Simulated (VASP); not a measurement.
# Al49N48 (a cell with a defect) in VASP: single point with PBEsol

Aim: the single point of Al49N48 (a cell with a defect) with PBEsol.

Program: VASP 6.6.1. These are calculated values, not measurements. Logs are shortened: lines on timing, memory, paths and dates and some standing lists are left out, and cuts for length are marked.

### Step 1. The cell of the first run

The cell holds a defect, 97 atoms: a = 9.341 Å, b = 10.787 Å, c = 9.967 Å, α = 90.00°, β = 90.00°, γ = 90.00°.

### Step 2. Single point, PBEsol

The input, INCAR:

```
SYSTEM = Al49N48
PREC = Accurate ; ENCUT = 520
EDIFF = 1E-6 ; ISMEAR = -1
SIGMA = 0.05 ; LREAL = Auto
LASPH = .TRUE. ; NELM = 120
ALGO = Normal ; ISIF = 2
LWAVE = .FALSE. ; LCHARG = .FALSE.
GGA = PS ; NBANDS = 248
NELECT = 384.0 ; ISYM = -1
GGA_COMPAT = .FALSE.
```

The input, KPOINTS:

```
explicit points
1
Reciprocal
  0.25000000   0.25000000   0.25000000 1
```

The input, POSCAR:

```
Al49N48
1.0
    9.3414480000      0.0000000000      0.0000000000
    0.0000000000     10.7865750000      0.0000000000
    0.0000000000      0.0000000000      9.9670570000
Al N
49 48
Direct
    0.1666450000      0.0807530000      0.2464560000
    0.1666500000      0.0838540000      0.7481920000
    0.0054190000      0.3294840000      0.2422210000
    0.9996200000      0.3327170000      0.7476880000
    0.4985450000      0.0836900000      0.2479400000
    0.4993420000      0.0810020000      0.7492810000
    0.3278700000      0.3294870000      0.2422070000
    0.3336520000      0.3327240000      0.7477040000
    0.1666420000      0.5822970000      0.2497690000
    0.1666430000      0.5841680000      0.7512870000
    0.9998510000      0.8336710000      0.2490910000
    0.0016820000      0.8349380000      0.7501030000
    0.8347480000      0.0836880000      0.2479430000
    0.8339320000      0.0809960000      0.7492860000
    0.6666460000      0.3323690000      0.2482470000
    0.6666360000      0.3214900000      0.7606610000
    0.4998310000      0.5832290000      0.2490510000
    0.4892360000      0.5890940000      0.7617220000
    0.3334420000      0.8336750000      0.2490920000
    0.3316080000      0.8349290000      0.7501050000
    0.8334780000      0.5832290000      0.2490360000
    0.8440490000      0.5890860000      0.7617120000
    0.6666440000      0.8403760000      0.2434330000
    0.6666440000      0.8331420000      0.7483530000
    0.0035900000      0.1618020000      0.4982070000
    0.0000250000      0.1653460000      0.9962670000
    0.3297360000      0.1618080000      0.4982020000
    0.3333100000      0.1653430000      0.9962730000
    0.1666640000      0.4163910000      0.4995580000
    0.1666620000      0.4172140000      0.9955720000
    0.0002880000      0.6666630000      0.5013950000
    0.0020350000      0.6680660000      0.0035770000
    0.6666630000      0.1660990000      0.5004270000
    0.6666660000      0.1636120000      0.0021190000
    0.4808450000      0.4055580000      0.4772020000
    0.4990270000      0.4157550000      0.0039780000
    0.3330650000      0.6666530000      0.5013830000
    0.3312980000      0.6680650000      0.0035940000
    0.1666690000      0.9133890000      0.4983550000
    0.1666670000      0.9167980000      0.9988860000
    0.8524730000      0.4055660000      0.4772330000
    0.8343020000      0.4157530000      0.0039790000
    0.6667010000      0.6880380000      0.4770470000
    0.6666680000      0.6678240000      0.0048970000
    0.4968870000      0.9213280000      0.4988550000
    0.4990020000      0.9164470000      0.9975650000
    0.8364440000      0.9213300000      0.4988540000
    0.8343370000      0.9164480000      0.9975670000
    0.6666270000      0.5008450000      0.5949010000
    0.0009260000      0.1649410000      0.1865340000
    0.9987010000      0.1676060000      0.6885260000
    0.3323790000      0.1649440000      0.1865400000
    0.3345900000      0.1676240000      0.6885160000
    0.1666530000      0.4173970000      0.1854960000
    0.1666330000      0.4172360000      0.6897040000
    0.9993640000      0.6657270000      0.1942480000
    0.0016790000      0.6674800000      0.6912780000
    0.6666510000      0.1669860000      0.1927940000
    0.6666450000      0.1639000000      0.6902780000
    0.4986420000      0.4156060000      0.1962280000
    0.5091020000      0.4211810000      0.6825530000
    0.3339470000      0.6657260000      0.1942770000
    0.3316060000      0.6674690000      0.6912700000
    0.1666530000      0.9146050000      0.1895140000
    0.1666540000      0.9174350000      0.6889240000
    0.8346610000      0.4155980000      0.1962230000
    0.8241970000      0.4211920000      0.6825370000
    0.6666510000      0.6685860000      0.1973130000
    0.6666760000      0.6576590000      0.6830180000
    0.4985210000      0.9177800000      0.1879400000
    0.5002810000      0.9143990000      0.6891710000
    0.8347780000      0.9177730000      0.1879450000
    0.8330150000      0.9144050000      0.6891670000
    0.1666530000      0.0782310000      0.4378770000
    0.1666560000      0.0831610000      0.9378160000
    0.0115960000      0.3260790000      0.4334540000
    0.9976990000      0.3343120000      0.9374570000
    0.4993830000      0.0868990000      0.4393390000
    0.5007260000      0.0829360000      0.9390320000
    0.3217130000      0.3260810000      0.4334480000
    0.3356040000      0.3343090000      0.9374760000
    0.1666520000      0.5818590000      0.4414360000
    0.1666590000      0.5841920000      0.9411000000
    0.9978610000      0.8313140000      0.4403500000
    0.0002510000      0.8325250000      0.9402070000
    0.8339180000      0.0869010000      0.4393410000
    0.8325830000      0.0829340000      0.9390340000
    0.6666520000      0.3409820000      0.4463750000
    0.6666520000      0.3328980000      0.9460520000
    0.5083520000      0.5788600000      0.4472820000
    0.5000000000      0.5831650000      0.9470090000
    0.3354430000      0.8313160000      0.4403380000
    0.3330570000      0.8325230000      0.9402120000
    0.8249970000      0.5788770000      0.4472510000
    0.8333040000      0.5831520000      0.9470080000
    0.6666530000      0.8478220000      0.4344060000
    0.6666590000      0.8307480000      0.9386930000
```

Potentials or basis: VASP PAW PBE potentials, release 64 (Al, N).

Started as:

```console
$ cat potpaw_PBE.64/Al/POTCAR potpaw_PBE.64/N/POTCAR > POTCAR
$ mpirun -np 1 vasp_std > vasp.out
```

OUTCAR:

```text
SYSTEM = Al49N48
   PREC = Accurate
   ENCUT = 520
   EDIFF = 1E-6
   ISMEAR = -1
   LREAL = Auto
   LASPH = .TRUE.
   NELM = 120
   ISIF = 2
   GGA = PS
   NELECT = 384.0
   ISYM = -1

 ion  position               nearest neighbor table
   1  0.167  0.081  0.246-  64 1.88  50 1.89  52 1.89  74 1.91  40 3.04  25 3.06  27 3.06   3 3.08
                             7 3.08  26 3.08  28 3.08  19 3.09  11 3.09  39 3.09  13 3.10   5 3.10
   2  0.167  0.084  0.748-  65 1.89  75 1.89  51 1.91  53 1.91  25 3.04  27 3.04  26 3.05  28 3.05
                            40 3.08  39 3.10  12 3.10  20 3.10   8 3.10   4 3.10   6 3.11  14 3.11
   3  0.005  0.329  0.242-  50 1.86  54 1.87  66 1.90  76 1.91  41 2.86  42 3.01   7 3.01  26 3.02
                            30 3.03   1 3.08  13 3.09   9 3.12  29 3.12  25 3.13  15 3.17  21 3.17
   4  1.000  0.333  0.748-  51 1.88  77 1.89  55 1.90  67 2.00  29 3.06  30 3.06  26 3.07  25 3.10
                             2 3.10  16 3.12  42 3.12   8 3.12  14 3.13  41 3.13  22 3.13  10 3.13
   5  0.499  0.084  0.248-  52 1.88  70 1.89  58 1.89  78 1.91  34 3.04  45 3.05  23 3.06  27 3.07
                            28 3.07  46 3.08   7 3.09  33 3.10   1 3.10  19 3.11  15 3.11  13 3.14
   6  0.499  0.081  0.749-  79 1.89  59 1.89  71 1.89  53 1.90  16 3.03  45 3.03  46 3.05  28 3.05
                            33 3.07  20 3.08  27 3.09  34 3.10  24 3.10   2 3.11   8 3.13  14 3.13
   7  0.328  0.329  0.242-  52 1.86  54 1.87  60 1.90  80 1.91  35 2.86  36 3.01   3 3.01  28 3.02
                            30 3.03   1 3.08   5 3.09   9 3.12  29 3.12  27 3.13  15 3.17  17 3.17
   8  0.334  0.333  0.748-  53 1.88  81 1.89  55 1.90  61 2.00  29 3.06  30 3.06  28 3.07  27 3.10
                             2 3.10  16 3.12  36 3.12   4 3.12   6 3.13  35 3.13  18 3.13  10 3.13
   9  0.167  0.582  0.250-  56 1.89  62 1.89  54 1.89  82 1.91  32 3.04  38 3.04  29 3.07  31 3.09
[... 65 lines left out ...]
  42  0.834  0.416  0.004-  77 1.88  95 1.89  89 1.89  66 1.92   3 3.01  15 3.03  21 3.04  22 3.06
                            16 3.06  30 3.11  26 3.11   4 3.12  36 3.13  44 3.14  34 3.14  32 3.14
  43  0.667  0.688  0.477-  96 1.78  94 1.91  90 1.91  69 2.08  49 2.34  23 2.85  21 2.98  17 2.98
                            47 2.98  45 2.98  24 3.12  31 3.13  37 3.13
  44  0.667  0.668  0.005-  97 1.88  95 1.89  91 1.89  68 1.92  23 3.02  21 3.03  17 3.03  22 3.06
                            18 3.06  46 3.11  48 3.11  24 3.12  32 3.13  38 3.13  42 3.14  36 3.14
  45  0.497  0.921  0.499-  78 1.88  96 1.89  92 1.89  71 1.90  43 2.98  27 3.03   6 3.03   5 3.05
                            19 3.07  33 3.08  39 3.09  20 3.09  24 3.10  23 3.12  37 3.14  47 3.17
  46  0.499  0.916  0.998-  93 1.88  79 1.89  70 1.90  97 1.91  23 3.02   6 3.05  20 3.05  24 3.07
                            19 3.08   5 3.08  34 3.09  28 3.10  38 3.10  40 3.10  44 3.11  48 3.13
  47  0.836  0.921  0.499-  86 1.88  84 1.89  96 1.89  73 1.90  43 2.98  25 3.03  14 3.03  13 3.05
                            11 3.07  33 3.08  12 3.09  39 3.09  24 3.10  23 3.12  31 3.14  45 3.17
  48  0.834  0.916  0.998-  85 1.88  87 1.89  72 1.90  97 1.91  23 3.02  14 3.05  12 3.05  24 3.07
                            11 3.08  13 3.08  34 3.09  26 3.10  32 3.10  40 3.10  44 3.11  46 3.13
  49  0.667  0.501  0.595-  69 1.91  61 1.91  67 1.92  90 2.25  94 2.25  88 2.27  35 2.33  41 2.33
                            43 2.34  18 2.53  22 2.53  16 2.54
  50  0.001  0.165  0.187-   3 1.86  13 1.88   1 1.89  26 1.90
  51  0.999  0.168  0.689-   4 1.88  25 1.90  14 1.90   2 1.91
  52  0.332  0.165  0.187-   7 1.86   5 1.88   1 1.89  28 1.90
  53  0.335  0.168  0.689-   8 1.88  27 1.90   6 1.90   2 1.91
  54  0.167  0.417  0.185-   7 1.87   3 1.87   9 1.89  30 1.89
  55  0.167  0.417  0.690-  29 1.90   4 1.90   8 1.90  10 1.90
  56  0.999  0.666  0.194-  21 1.87   9 1.89  11 1.89  32 1.90
  57  0.002  0.667  0.691-  22 1.84  10 1.88  31 1.89  12 1.90
  58  0.667  0.167  0.193-  15 1.87  13 1.89   5 1.89  34 1.90
  59  0.667  0.164  0.690-  16 1.84  33 1.89  14 1.89   6 1.89
  60  0.499  0.416  0.196-  15 1.88  17 1.88   7 1.90  36 1.92
  61  0.509  0.421  0.683-  49 1.91  16 1.98  18 1.98   8 2.00  35 2.07
  62  0.334  0.666  0.194-  17 1.87   9 1.89  19 1.89  38 1.90
  63  0.332  0.667  0.691-  18 1.84  10 1.88  37 1.89  20 1.90
  64  0.167  0.915  0.190-   1 1.88  19 1.88  11 1.88  40 1.90
  65  0.167  0.917  0.689-  20 1.88  12 1.88   2 1.89  39 1.90
  66  0.835  0.416  0.196-  15 1.88  21 1.88   3 1.90  42 1.92
[... 19 lines left out ...]
  86  0.834  0.087  0.439-  25 1.87  33 1.88  47 1.88  13 1.91
  87  0.833  0.083  0.939-  34 1.89  26 1.89  48 1.89  14 1.89
[... 261 lines left out ...]
   NFREE  =      0    steps in history (QN), initial steepest desc. (CG)
   ISIF   =      2    stress and relaxation
   ISYM   =     -1    0-nonsym 1-usesym 2-fastsym
   POTIM  = 0.5000    time-step for ionic-motion
   TEBEG  =    0.0;   TEEND  =   0.0 temperature during run
   PSTRESS=    0.0 pullay stress
   NELECT =     384.0000    total number of electrons
   NUPDOWN=      -1.0000    fix difference up-down
   EMIN   =  10.00;   EMAX   =-10.00  energy-range for DOS
   EFERMI =   0.00;   METHOD = LEGACY
   ISMEAR =    -1;   SIGMA  =   0.05  broadening in eV -4-tet -1-fermi 0-gaus
   EFERMI_NEDOS =   21; number of points for ismear=-14 and -15
   IALGO  =     38    algorithm
   IMIX   =      4    mixing-type and parameters
     AMIX     =   0.40;   BMIX     =  1.00
     AMIX_MAG =   1.60;   BMIX_MAG =  1.00
  volume/ion in A,a.u.               =      10.35        69.87
  Fermi-wavevector in a.u.,A,eV,Ry     =   1.188220  2.245411 19.209626  1.411868
  Thomas-Fermi vector in A             =   2.324355
   LORBIT       =      0    0 simple, 1 ext, 2 COOP (PROOUT), +10 PAW based schemes
   GGA     = PS    functional components
   LHFCALC =     F    Hartree Fock is set to
   AEXX    =    0.0000 exact exchange contribution
   IVDW    =     0    specifies the selected vdW correction
   LEPSILON=     F    determine dielectric tensor
   LRPA    =     F    only Hartree local field effects (RPA)
 non-spin polarized calculation
  energy-cutoff  :      520.00
  volume of cell :     1004.30
 maximum number of plane-waves:     27045
 NGX is ok and might be reduce to    70
   NGX = 35   NGY = 41   NGZ = 37

 number of electron     383.9999997 magnetization

 Free energy of the ion-electron system (eV)
  ---------------------------------------------------
  ext. energy  EPLUGINS =         0.00000000
  ---------------------------------------------------
  free energy    TOTEN  =      -776.25313151 eV

  energy without entropy =     -776.25313151  energy(sigma->0) =     -776.25313151

 E-fermi :   7.3009     XC(G=0): -11.1174

 val. band max:        6.0925931106   @ k =   0.2500   0.2500   0.2500
 cond. band min:      10.8399249538   @ k =   0.2500   0.2500   0.2500
 fundamental gap:      4.7473318432
 Fermi energy:         7.3009499577

 k-point     1 :       0.2500    0.2500    0.2500
  band No.  band energies     occupation
      1      -9.3917      2.00000
      2      -8.6131      2.00000
      3      -8.4515      2.00000
      4      -8.4247      2.00000
      5      -8.0772      2.00000
      6      -8.0072      2.00000
[... 196 lines left out ...]
    203      11.8066      0.00000
    204      11.8858      0.00000
 [bands above 204 left out]

------------------------ aborting loop because EDIFF is reached ----------------------------------------

  FORCE on cell =-STRESS in cart. coord.  units (eV):
  Direction    XX          YY          ZZ          XY          YZ          ZX
  --------------------------------------------------------------------------------------
  -------------------------------------------------------------------------------------
  Total      -19.3776720    -19.9129193    -25.8614071      0.2341677      0.1381953     -0.0444029
  in kB      -30.9134498    -31.7673367    -41.2570359      0.3735708      0.2204648     -0.0708364
  external PRESSURE =     -34.6459408 kB  Pullay stress =       0.0000000 kB

 VOLUME and BASIS-vectors are now :
 -----------------------------------------------------------------------------
  energy-cutoff  :      520.00
  volume of cell :     1004.30
      direct lattice vectors                 reciprocal lattice vectors
     9.341448000  0.000000000  0.000000000     0.107049785  0.000000000  0.000000000
     0.000000000 10.786575000  0.000000000     0.000000000  0.092707834  0.000000000
     0.000000000  0.000000000  9.967057000     0.000000000  0.000000000  0.100330519

 POSITION                                       TOTAL-FORCE (eV/Angst)
 -----------------------------------------------------------------------------------
      1.55671      0.87105      2.45644         0.000696      0.004881      0.000087
      1.55675      0.90450      7.45727         0.003331      0.006614     -0.008680
      0.05062      3.55400      2.41423        -0.001289      0.001285      0.006465
      9.33790      3.58888      7.45225        -0.004237      0.010466     -0.002896
      4.65713      0.90273      2.47123         0.002003     -0.000349      0.002108
      4.66458      0.87373      7.46813         0.006256     -0.000736      0.003175
[... 89 lines left out ...]
      6.22750      9.14510      4.32975        -0.000367      0.011585      0.000673
      6.22756      8.96093      9.35601        -0.000136      0.005353      0.006361
 -----------------------------------------------------------------------------------
    total drift:                                0.022015      0.008087      0.010023

  FREE ENERGIE OF THE ION-ELECTRON SYSTEM (eV)
  ---------------------------------------------------
  free  energy   TOTEN  =      -776.2531315117 eV

  energy  without entropy=     -776.2531315116  energy(sigma->0) =     -776.25313151
```

It took 15 min on 1 thread of Intel Xeon 8259CL, shared host; peak memory 0.92 GiB.

What came out:

```
Free energy   : -776.2531 eV
Largest force : 0.025 eV/Å
```

Forces on the atoms (eV/Å):
```
Al   0.001  0.005  0.000
Al   0.003  0.007 -0.009
Al  -0.001  0.001  0.006
Al  -0.004  0.010 -0.003
Al   0.002  0.000  0.002
Al   0.006 -0.001  0.003
Al  -0.002  0.002  0.005
Al   0.000  0.013 -0.007
Al   0.005  0.006 -0.002
Al   0.004  0.005  0.003
Al   0.001  0.002  0.000
Al  -0.004 -0.006  0.001
Al  -0.003  0.001  0.000
Al  -0.007  0.001 -0.003
Al   0.005 -0.003 -0.008
Al   0.003  0.015 -0.009
Al  -0.007  0.005 -0.005
Al   0.005 -0.008 -0.006
Al  -0.006  0.003 -0.002
Al  -0.004 -0.004  0.001
Al   0.003  0.005 -0.005
Al  -0.009 -0.004 -0.006
Al   0.003 -0.004  0.003
Al   0.004 -0.008 -0.003
Al   0.003  0.009 -0.006
Al  -0.001  0.003 -0.006
Al  -0.005  0.009 -0.005
Al  -0.002  0.003 -0.009
Al   0.003 -0.009 -0.008
Al   0.002 -0.006 -0.008
Al  -0.007 -0.009  0.000
Al  -0.001  0.001 -0.001
Al   0.004  0.005  0.000
Al   0.000 -0.005 -0.004
Al  -0.005 -0.009  0.008
Al   0.000  0.001  0.000
Al   0.000 -0.009  0.001
Al  -0.004  0.000  0.000
Al   0.000 -0.003 -0.002
Al   0.004  0.000  0.000
Al   0.015 -0.010  0.005
Al  -0.002 -0.002  0.003
Al  -0.001  0.009  0.006
Al   0.001 -0.005  0.001
Al   0.009  0.001 -0.004
Al   0.002 -0.007 -0.002
Al  -0.004  0.004 -0.004
Al  -0.003 -0.005 -0.006
Al   0.003  0.001 -0.006
N   -0.002 -0.003  0.001
N   -0.002 -0.009  0.000
N    0.002 -0.003  0.000
N    0.002 -0.009 -0.001
N   -0.001  0.005  0.001
N    0.001  0.006 -0.002
N   -0.001 -0.002  0.003
N    0.006  0.005 -0.005
N    0.000  0.002  0.002
N    0.000 -0.011 -0.005
N    0.000  0.001  0.008
N   -0.016 -0.009  0.015
N    0.001 -0.002  0.003
N   -0.007  0.006 -0.005
N   -0.001 -0.004  0.000
N    0.000  0.005  0.001
N   -0.001  0.001  0.009
N    0.015 -0.009  0.017
N   -0.001  0.000  0.008
N   -0.001  0.016  0.013
N   -0.002  0.000  0.000
N   -0.007  0.002 -0.002
N    0.002  0.000  0.000
N    0.006  0.001 -0.002
N    0.000 -0.004  0.000
N    0.000  0.000  0.003
N    0.006 -0.007  0.003
N    0.002 -0.003  0.009
N    0.000  0.001 -0.002
N    0.003  0.001  0.003
N   -0.006 -0.007  0.003
N   -0.002 -0.003  0.008
N    0.001  0.000 -0.002
N    0.000  0.001  0.003
N   -0.002  0.002 -0.002
N    0.001 -0.002  0.001
N   -0.001  0.001 -0.002
N   -0.003  0.001  0.003
N    0.000 -0.016 -0.012
N    0.000  0.004  0.008
N   -0.013  0.009 -0.011
N    0.005 -0.003  0.010
N    0.002  0.002 -0.002
N   -0.001 -0.001  0.001
N    0.012  0.009 -0.010
N   -0.005 -0.003  0.010
N    0.000  0.012  0.001
N    0.000  0.005  0.006
```

Levels at points of the mesh, in eV from the Fermi level:
```
           k point  band 188  band 189  band 190  band 191  band 192  band 193  band 194  band 195  band 196  band 197
(0.25, 0.25, 0.25)     -1.55     -1.42     -1.40     -1.31     -1.21      3.54      3.59      3.80      3.96      4.04
```

Caveat: the cell carries a net charge on a neutralising background, which shifts energy and pressure; the cell is charged against a uniform background, so pressure and absolute levels hang on convention; the PAW data sets were made with another functional, which shifts forces and pressure a little.
